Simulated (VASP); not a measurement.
# Ge (R-3m) in VASP: a series of runs

Runs on Ge. Level: PBEsol. Tasks: single point.

All numbers are computed with VASP 6.6.1; they aren't measurements. Logs are shortened: lines on timing, memory, paths and dates and some standing lists are left out, and cuts for length are marked.

## 1. The cell of the first run

Symmetry: R-3m, No. 166, trigonal system. Conventional cell: a = 4.053 Å, b = 4.053 Å, c = 9.772 Å, α = 90.00°, β = 90.00°, γ = 120.00°. Within 3.2 Å of Ge (site symmetry 3m) lie 4 Ge at 2.46 to 2.47 Å.

## 2. Single point, PBEsol (strained cell)

File INCAR:

```
SYSTEM = Ge
PREC     = Accurate       ! precision mode
ENCUT    = 520            ! plane-wave cutoff, eV
EDIFF    = 1E-6           ! SCF threshold, eV
ISMEAR   = 0              ! smearing method
SIGMA    = 0.1            ! smearing width, eV
LREAL    = .False.        ! projectors in reciprocal space
LASPH    = .True.         ! aspherical terms in the spheres
NELM     = 100            ! most SCF steps
ALGO     = Normal         ! electronic algorithm
ISIF     = 2              ! what is computed and relaxed
LWAVE    = .False.        ! write WAVECAR
LCHARG   = .False.        ! write CHGCAR
GGA      = PS             ! functional
NBANDS   = 21             ! bands
```

File KPOINTS:

```
Automatic mesh
0
Gamma
  12 12 12
  0 0 0
```

File POSCAR:

```
Ge
1.0
   -0.0302705642      2.8359734806      2.8359734806
    2.8359734806     -0.0302705642      2.8359734806
    2.8359734806      2.8359734806     -0.0302705642
Ge
2
Direct
   -0.0007648352     -0.0007648352     -0.0007648352
    0.2507648352      0.2507648352      0.2507648352
```

Potentials or basis: VASP PAW PBE potentials, release 64 (Ge_d).

Launch:

```sh
> cat potpaw_PBE.64/Ge_d/POTCAR > POTCAR
> mpirun -np 1 vasp_std > vasp.out
```

OUTCAR:

```text
SYSTEM = Ge
   PREC = Accurate
   ENCUT = 520
   EDIFF = 1E-6
   ISMEAR = 0
   LREAL = .False.
   LASPH = .True.
   NELM = 100
   ISIF = 2
   GGA = PS

 ion  position               nearest neighbor table
   1  0.999  0.999  0.999-   2 2.46   2 2.47   2 2.47   2 2.47
   2  0.251  0.251  0.251-   1 2.46   1 2.47   1 2.47   1 2.47

  LATTYP: Found a trigonal (rhomboedric) cell.
 ALAT       =     4.0107863908
 COS(alpha) =     0.4892983447

  Lattice vectors:

 A1 = (  -0.0302705642,   2.8359734806,   2.8359734806)
 A2 = (   2.8359734806,  -0.0302705642,   2.8359734806)
 A3 = (   2.8359734806,   2.8359734806,  -0.0302705642)

Analysis of symmetry for initial positions (statically):
=====================================================================
 Subroutine PRICEL returns:
 Original cell was already a primitive cell.

 Routine SETGRP: Setting up the symmetry group for a
 trigonal (rhombohedral) supercell.

 Subroutine GETGRP returns: Found 12 space group operations
 (whereof  6 operations were pure point group operations)
 out of a pool of 12 trial point group operations.

The static configuration has the point symmetry C_3v.
 The point group associated with its full space group is D_3d.

Analysis of symmetry for dynamics (positions and initial velocities):
=====================================================================
 Subroutine PRICEL returns:
 Original cell was already a primitive cell.

 Routine SETGRP: Setting up the symmetry group for a
 trigonal (rhombohedral) supercell.

 Subroutine GETGRP returns: Found 12 space group operations
 (whereof  6 operations were pure point group operations)
 out of a pool of 12 trial point group operations.

The dynamic configuration has the point symmetry C_3v.
 The point group associated with its full space group is D_3d.

 Subroutine INISYM returns: Found 12 space group operations
 (whereof  6 operations are pure point group operations),
 and found     1 'primitive' translations

----------------------------------------------------------------------------------------

                                     Primitive cell

  volume of cell :      46.3484

  direct lattice vectors                    reciprocal lattice vectors
    -0.030270564  2.835973481  2.835973481    -0.173508337  0.175380308  0.175380308
     2.835973481 -0.030270564  2.835973481     0.175380308 -0.173508337  0.175380308
     2.835973481  2.835973481 -0.030270564     0.175380308  0.175380308 -0.173508337

  length of vectors
     4.010786391  4.010786391  4.010786391     0.302690680  0.302690680  0.302690680

  position of ions in fractional coordinates (direct lattice)
[... 75 lines left out ...]
   LSORBIT =      F    spin-orbit coupling
   LASPH  =      T    aspherical Exc in radial PAW
   ENCUT  =  520.0 eV  38.22 Ry    6.18 a.u.   7.46  7.46  7.46*2*pi/ulx,y,z
   NELM   =    100;   NELMIN=  2; NELMDL= -5     # of ELM steps
   EDIFF  = 0.1E-05   stopping-criterion for ELM
   LREAL  =      F    real-space projection
   EDIFFG = 0.1E-04   stopping-criterion for IOM
   NSW    =      0    number of steps for IOM
   IBRION =     -1    ionic relax: 0-MD 1-quasi-New 2-CG
   NFREE  =      0    steps in history (QN), initial steepest desc. (CG)
   ISIF   =      2    stress and relaxation
   ISYM   =      2    0-nonsym 1-usesym 2-fastsym
   POTIM  = 0.5000    time-step for ionic-motion
   TEBEG  =    0.0;   TEEND  =   0.0 temperature during run
   PSTRESS=    0.0 pullay stress
   NELECT =      28.0000    total number of electrons
   NUPDOWN=      -1.0000    fix difference up-down
   EMIN   =  10.00;   EMAX   =-10.00  energy-range for DOS
   EFERMI =   0.00;   METHOD = LEGACY
   ISMEAR =     0;   SIGMA  =   0.10  broadening in eV -4-tet -1-fermi 0-gaus
   EFERMI_NEDOS =   21; number of points for ismear=-14 and -15
   IALGO  =     38    algorithm
   IMIX   =      4    mixing-type and parameters
     AMIX     =   0.40;   BMIX     =  1.00
     AMIX_MAG =   1.60;   BMIX_MAG =  1.00
  volume/ion in A,a.u.               =      23.17       156.39
  Fermi-wavevector in a.u.,A,eV,Ry     =   1.383936  2.615260 26.058951  1.915279
  Thomas-Fermi vector in A             =   2.508487
   LORBIT       =      0    0 simple, 1 ext, 2 COOP (PROOUT), +10 PAW based schemes
   GGA     = PS    functional components
   LHFCALC =     F    Hartree Fock is set to
   AEXX    =    0.0000 exact exchange contribution
   IVDW    =     0    specifies the selected vdW correction
   LEPSILON=     F    determine dielectric tensor
   LRPA    =     F    only Hartree local field effects (RPA)
 non-spin polarized calculation
 Gauss-broadening in eV      SIGMA  =   0.10
  energy-cutoff  :      520.00
  volume of cell :       46.35
 maximum number of plane-waves:      1270
 NGX is ok and might be reduce to    30
   NGX = 15   NGY = 15   NGZ = 15

 number of electron      28.0000000 magnetization

 Free energy of the ion-electron system (eV)
  ---------------------------------------------------
  ext. energy  EPLUGINS =         0.00000000
  ---------------------------------------------------
  free energy    TOTEN  =        -9.86921858 eV

  energy without entropy =       -9.86881381  energy(sigma->0) =       -9.86901620

 E-fermi :   4.6144     XC(G=0): -10.0190

 val. band max:        4.5911444477   @ k =   0.0000   0.0000   0.0000
 cond. band min:       4.7267500905   @ k =   0.0000   0.0000   0.0000
 fundamental gap:      0.1356056428
 Fermi energy:         4.6144388527

 k-point     1 :       0.0000    0.0000    0.0000
  band No.  band energies     occupation
      1     -20.1013      2.00000
      2     -20.0905      2.00000
      3     -20.0905      2.00000
      4     -20.0593      2.00000
      5     -20.0593      2.00000
      6     -19.8640      2.00000
[... 565 lines left out ...]
     20      14.2453      0.00000
     21      14.7448      0.00000

 [... further k-points ...]
[... 5 lines left out ...]
  --------------------------------------------------------------------------------------
  -------------------------------------------------------------------------------------
  Total       -0.3667848     -0.3667848     -0.3667848      0.1638818      0.1638818      0.1638818
  in kB      -12.6790714    -12.6790714    -12.6790714      5.6650900      5.6650900      5.6650900
  external PRESSURE =     -12.6790714 kB  Pullay stress =       0.0000000 kB

 VOLUME and BASIS-vectors are now :
 -----------------------------------------------------------------------------
  energy-cutoff  :      520.00
  volume of cell :       46.35
      direct lattice vectors                 reciprocal lattice vectors
    -0.030270564  2.835973481  2.835973481    -0.173508337  0.175380308  0.175380308
     2.835973481 -0.030270564  2.835973481     0.175380308 -0.173508337  0.175380308
     2.835973481  2.835973481 -0.030270564     0.175380308  0.175380308 -0.173508337

 POSITION                                       TOTAL-FORCE (eV/Angst)
 -----------------------------------------------------------------------------------
      5.63736      5.63736      5.63736         0.000512      0.000512      0.000512
      1.41473      1.41473      1.41473        -0.000512     -0.000512     -0.000512
 -----------------------------------------------------------------------------------
    total drift:                                0.000000     -0.000000     -0.000000

  FREE ENERGIE OF THE ION-ELECTRON SYSTEM (eV)
  ---------------------------------------------------
  free  energy   TOTEN  =        -9.8692185833 eV

  energy  without entropy=       -9.8688138135  energy(sigma->0) =       -9.86901620
```

Wall time 2.9 min (1 thread of AMD EPYC 7R43 (Zen 3), shared host); peak memory 0.23 GiB.

Results:

* Free energy: -9.8692 eV
* Pressure: -1.3 GPa
* Band gap on the k mesh: zero (band 14 reaches 4.59 eV, above the bottom of band 15 at 4.53 eV)

Stress tensor (GPa, compression positive):
```
-1.27  0.57  0.57
 0.57 -1.27  0.57
 0.57  0.57 -1.27
```

Caveat: the cell differs from its parent crystal (strained cell); the PAW data sets were made with another functional, which shifts forces and pressure a little.

## 3. Single point, PBEsol (strained cell)

File INCAR:

```
PREC     = Accurate       # precision mode
ENCUT    = 520            # plane-wave cutoff, eV
EDIFF    = 1E-6           # SCF threshold, eV
ISMEAR   = 0              # smearing method
SIGMA    = 0.1            # smearing width, eV
LREAL    = F              # projectors in reciprocal space
LASPH    = T              # aspherical terms in the spheres
NELM     = 80             # most SCF steps
ALGO     = Normal         # electronic algorithm
ISIF     = 2              # what is computed and relaxed
LWAVE    = F              # write WAVECAR
LCHARG   = T              # write CHGCAR
GGA      = PS             # functional
LELF     = T              # ELF
LVHAR    = T            
NBANDS   = 21             # bands
```

File KPOINTS:

```
regular mesh
0
Gamma
  12 12 12
```

File POSCAR:

```
Ge
1.0
   -0.0272046411      2.8390394037      2.8390394037
    2.8390394037     -0.0272046411      2.8390394037
    2.8390394037      2.8390394037     -0.0272046411
Ge
2
Direct
   -0.0006879015     -0.0006879015     -0.0006879015
    0.2506879015      0.2506879015      0.2506879015
```

Potentials or basis: VASP PAW PBE potentials, release 64 (Ge_d).

Launch:

```sh
> cat potpaw_PBE.64/Ge_d/POTCAR > POTCAR
> mpirun -np 1 vasp_std > vasp.out
```

Wall time 3.4 min (1 thread of AMD EPYC 7R43 (Zen 3), shared host); peak memory 0.24 GiB.

The run converged. Its results:

| Item | Value |
| --- | --- |
| Free energy | -9.8692 eV |
| Pressure | -1.4 GPa |
| Band gap on the k mesh | zero (band 14 reaches 4.58 eV, above the bottom of band 15 at 4.52 eV) |

Stress tensor (GPa, compression positive):
```
-1.39  0.51  0.51
 0.51 -1.39  0.51
 0.51  0.51 -1.39
```

Levels at points of the mesh, in eV from the Fermi level:
| k point | band 12 | band 13 | band 14 | band 15 | band 16 | band 17 |
| --- | --- | --- | --- | --- | --- | --- |
| (0.00, 0.00, 0.00) | -0.22 | -0.02 | -0.02 | 0.10 | 2.50 | 2.50 |
| (0.50, 0.00, 0.00) | -7.50 | -1.35 | -1.29 | 0.12 | 3.72 | 3.77 |
| (0.50, 0.50, 0.00) | -8.76 | -3.03 | -2.92 | 0.64 | 0.80 | 9.26 |
| (0.50, 0.50, 0.50) | -7.47 | -1.42 | -1.42 | -0.07 | 3.66 | 3.66 |

Caveat: the cell differs from its parent crystal (strained cell); the PAW data sets were made with another functional, which shifts forces and pressure a little.

## 4. Single point, PBEsol (strained cell)

File INCAR:

```
PREC = Accurate
ENCUT = 520
EDIFF = 1E-6
ISMEAR = 0
SIGMA = 0.1
LREAL = False
LASPH = True
NELM = 60
ALGO = Normal
ISIF = 2
LWAVE = False
LCHARG = False
GGA = PS
NBANDS = 21
```

KPOINTS is that of step 3.

File POSCAR:

```
Ge
1.0
   -0.0269721041      2.8392719406      2.8392719406
    2.8392719406     -0.0269721041      2.8392719406
    2.8392719406      2.8392719406     -0.0269721041
Ge
2
Direct
   -0.0006879015     -0.0006879015     -0.0006879015
    0.2506879015      0.2506879015      0.2506879015
```

Potentials or basis: VASP PAW PBE potentials, release 64 (Ge_d).

Launch:

```sh
> cat potpaw_PBE.64/Ge_d/POTCAR > POTCAR
> mpirun -np 1 vasp_std > vasp.out
```

OUTCAR:

```text
PREC = Accurate
   ENCUT = 520
   EDIFF = 1E-6
   ISMEAR = 0
   LREAL = False
   LASPH = True
   NELM = 60
   ISIF = 2
   GGA = PS

 ion  position               nearest neighbor table
   1  0.999  0.999  0.999-   2 2.46   2 2.47   2 2.47   2 2.47
   2  0.251  0.251  0.251-   1 2.46   1 2.47   1 2.47   1 2.47

  LATTYP: Found a trigonal (rhomboedric) cell.
 ALAT       =     4.0154274741
 COS(alpha) =     0.4904782137

  Lattice vectors:

 A1 = (  -0.0269721041,   2.8392719406,   2.8392719406)
[... 191 lines left out ...]
      3     -20.1053      2.00000
      4     -20.0737      2.00000
      5     -20.0737      2.00000
      6     -19.8789      2.00000
[... 565 lines left out ...]
     20      14.2168      0.00000
     21      14.7182      0.00000

 [... further k-points ...]
[... 5 lines left out ...]
  --------------------------------------------------------------------------------------
  -------------------------------------------------------------------------------------
  Total       -0.4019607     -0.4019607     -0.4019607      0.1445313      0.1445313      0.1445313
  in kB      -13.8707058    -13.8707058    -13.8707058      4.9874324      4.9874324      4.9874324
  external PRESSURE =     -13.8707058 kB  Pullay stress =       0.0000000 kB

 VOLUME and BASIS-vectors are now :
 -----------------------------------------------------------------------------
  energy-cutoff  :      520.00
  volume of cell :       46.43
      direct lattice vectors                 reciprocal lattice vectors
    -0.026972104  2.839271941  2.839271941    -0.173611787  0.175276857  0.175276857
     2.839271941 -0.026972104  2.839271941     0.175276857 -0.173611787  0.175276857
     2.839271941  2.839271941 -0.026972104     0.175276857  0.175276857 -0.173611787

 POSITION                                       TOTAL-FORCE (eV/Angst)
 -----------------------------------------------------------------------------------
      5.64768      5.64768      5.64768         0.001857      0.001857      0.001857
      1.41678      1.41678      1.41678        -0.001857     -0.001857     -0.001857
 -----------------------------------------------------------------------------------
    total drift:                               -0.000000     -0.000000      0.000000

  FREE ENERGIE OF THE ION-ELECTRON SYSTEM (eV)
  ---------------------------------------------------
  free  energy   TOTEN  =        -9.8692334401 eV

  energy  without entropy=       -9.8688251691  energy(sigma->0) =       -9.86902930
```

Run time: 3.2 min. Hardware: 1 thread of AMD EPYC 7R43 (Zen 3), shared host; peak memory 0.23 GiB.

What came out:

| Property | Result |
| --- | --- |
| Free energy | -9.8692 eV |
| Pressure | -1.4 GPa |
| Largest force | 0.003 eV/Å |
| Band gap on the k mesh | zero (band 14 reaches 4.58 eV, above the bottom of band 15 at 4.52 eV) |

Forces on the atoms (eV/Å):
```
Ge   0.002  0.002  0.002
Ge  -0.002 -0.002 -0.002
```

Caveat: the cell differs from its parent crystal (strained cell); the PAW data sets were made with another functional, which shifts forces and pressure a little.

## 5. Single point, PBEsol

File INCAR:

```
  PREC = Accurate
  ENCUT = 520
  EDIFF = 1E-7
  ISMEAR = 0
  SIGMA = 0.01
  LREAL = False
  LASPH = True
  NELM = 100
  ALGO = Normal
  ISIF = 2
  LWAVE = False
  LCHARG = False
  GGA = PS
  NBANDS = 21
```

File KPOINTS:

```
Automatic mesh
0
Gamma
  12 12 12
```

POSCAR is that of step 4.

Launch:

```sh
> cat potpaw_PBE.64/Ge_d/POTCAR > POTCAR
> mpirun -np 1 vasp_std > vasp.out
```

Wall time 4 min (1 thread of AMD EPYC 7R43 (Zen 3), shared host); peak memory 0.23 GiB.

Results (log left out):

* Free energy: -9.8690 eV
* Pressure: -1.1 GPa
* Largest force: 0.012 eV/Å
* Band gap on the k mesh: zero (band 14 reaches 4.58 eV, above the bottom of band 15 at 4.52 eV)

Forces on the atoms (eV/Å):
```
Ge   0.007  0.007  0.007
Ge  -0.007 -0.007 -0.007
```

Stress tensor (GPa, compression positive):
```
-1.11  0.51  0.51
 0.51 -1.11  0.51
 0.51  0.51 -1.11
```

Levels at points of the mesh, in eV from the Fermi level:
```
           k point  band 10  band 11  band 12  band 13  band 14  band 15  band 16  band 17  band 18  band 19
(0.00, 0.00, 0.00)   -24.44   -12.56    -0.20     0.00     0.00     0.13     2.52     2.52     2.66     6.21
(0.50, 0.00, 0.00)   -24.41   -10.55    -7.47    -1.33    -1.27     0.14     3.74     3.79     7.03    10.25
(0.50, 0.50, 0.00)   -24.40    -8.78    -8.74    -3.01    -2.90     0.67     0.82     9.28     9.35    11.28
(0.50, 0.50, 0.50)   -24.42   -10.46    -7.45    -1.40    -1.40    -0.05     3.68     3.68     6.91    10.39
```

Caveat: the PAW data sets were made with another functional, which shifts forces and pressure a little.

## 6. Single point, PBEsol

File INCAR:

```
SYSTEM = Ge
PREC = Accurate
ENCUT = 520
EDIFF = 1E-6
ISMEAR = 0
SIGMA = 0.01
LREAL = .FALSE.
LASPH = .TRUE.
NELM = 80
ALGO = Normal
ISIF = 2
LWAVE = .FALSE.
LCHARG = .FALSE.
GGA = PS
NBANDS = 21
```

File KPOINTS:

```
regular mesh
0
G
  12 12 12
  0 0 0
```

POSCAR is that of step 5.

Potentials or basis: VASP PAW PBE potentials, release 64 (Ge_d).

Launch:

```sh
> cat potpaw_PBE.64/Ge_d/POTCAR > POTCAR
> mpirun -np 1 vasp_std > vasp.out
```

It took 3.7 min on 1 thread of AMD EPYC 7R43 (Zen 3), shared host; peak memory 0.24 GiB.

The run converged. Its results:

- Free energy: -9.8690 eV
- Pressure: -1.4 GPa
- Largest force: 0.012 eV/Å
- Band gap on the k mesh: zero (band 14 reaches 4.58 eV, above the bottom of band 15 at 4.52 eV)

Forces on the atoms (eV/Å):
```
Ge   0.007  0.007  0.007
Ge  -0.007 -0.007 -0.007
```

Stress tensor (GPa, compression positive):
```
-1.41  0.51  0.51
 0.51 -1.41  0.51
 0.51  0.51 -1.41
```

Levels at points of the mesh, in eV from the Fermi level:
```csv
k point,band 12,band 13,band 14,band 15,band 16,band 17
"(0.00, 0.00, 0.00)",-0.20,0.00,0.00,0.13,2.52,2.52
"(0.50, 0.00, 0.00)",-7.47,-1.33,-1.27,0.14,3.74,3.79
"(0.50, 0.50, 0.00)",-8.74,-3.01,-2.90,0.67,0.82,9.28
"(0.50, 0.50, 0.50)",-7.45,-1.40,-1.40,-0.05,3.68,3.68
```

Caveat: the PAW data sets were made with another functional, which shifts forces and pressure a little.

## 7. Overview

```tsv
cell	smearing	gap on the mesh (eV)	pressure (GPa)
a = 4.011 Å, angles 60.7°, 2 atoms	gaussian 0.1 eV	none	-1.3
a = 4.015 Å, angles 60.6°, 2 atoms	gaussian 0.1 eV	none	-1.4
a = 4.015 Å, angles 60.6°, 2 atoms	gaussian 0.01 eV	none	-1.4
```

Alike in all rows: task single point; level PBEsol; potentials or basis VASP PAW PBE potentials, release 64 (Ge_d); no spin polarisation; k mesh 12 × 12 × 12; cutoff (eV) 520.

Caveats: the PAW data sets were made with another functional, which shifts forces and pressure a little.

Total energies depend on the potentials used, so only differences within one code and one set of settings carry meaning.
